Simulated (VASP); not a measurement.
Here is a VASP 6.6.1 calculation.

File INCAR:

```
ALGO = Normal
EDIFF = 1E-7
EDIFFG = -0.01
ENCUT = 600
GGA = PE
IBRION = 2
ISIF = 3
ISMEAR = 0
LASPH = T
LCHARG = F
LREAL = F
LWAVE = F
NELM = 80
NSW = 100
PREC = Accurate
SIGMA = 0.1
```

The input KPOINTS:

```
k-points
0
Gamma
  10 10 4
```

The input POSCAR:

```
Sb5Se
1.0
    3.6778318589      0.0000000000      0.0000000000
    0.0000000000      3.6778318589      0.0000000000
    0.0000000000      0.0000000000     11.6319851227
Sb Se
5 1
Direct
    0.5000000000      0.5000000000      0.3301902495
    0.5000000000      0.5000000000      0.6698097505
    0.0000000000      0.0000000000      0.1510133050
    0.0000000000      0.0000000000      0.8489866950
    0.0000000000      0.0000000000      0.5000000000
    0.5000000000      0.5000000000      0.0000000000
```

Potentials or basis: VASP PAW PBE potentials, release 64 (Sb, Se).

The run is started by

```sh
$ cat potpaw_PBE.64/Sb/POTCAR potpaw_PBE.64/Se/POTCAR > POTCAR
$ mpirun -np 1 vasp_std > vasp.out
```

Q: Estimate the relaxed cell.

A: a = 3.741 Å, b = 3.741 Å, c = 11.232 Å, α = 90.00°, β = 90.00°, γ = 90.00°.

Q: What does it give for the space group after relaxing (to 0.1 Å)?

A: P4/mmm (No. 123).

Q: Predict the relaxed volume.

A: 26.20 Å³/atom.

Final structure:
```xyz
6
Lattice="3.7410 0.0000 0.0000 0.0000 3.7410 0.0000 0.0000 0.0000 11.2324" Properties=species:S:1:pos:R:3 pbc="T T T"
Sb    1.8705    1.8705    3.6507
Sb    1.8705    1.8705    7.5817
Sb    0.0000    0.0000    1.7905
Sb    0.0000    0.0000    9.4419
Sb    0.0000    0.0000    5.6162
Se    1.8705    1.8705    0.0000
```

Caveat: the highest band is partly filled, so the run has too few bands.
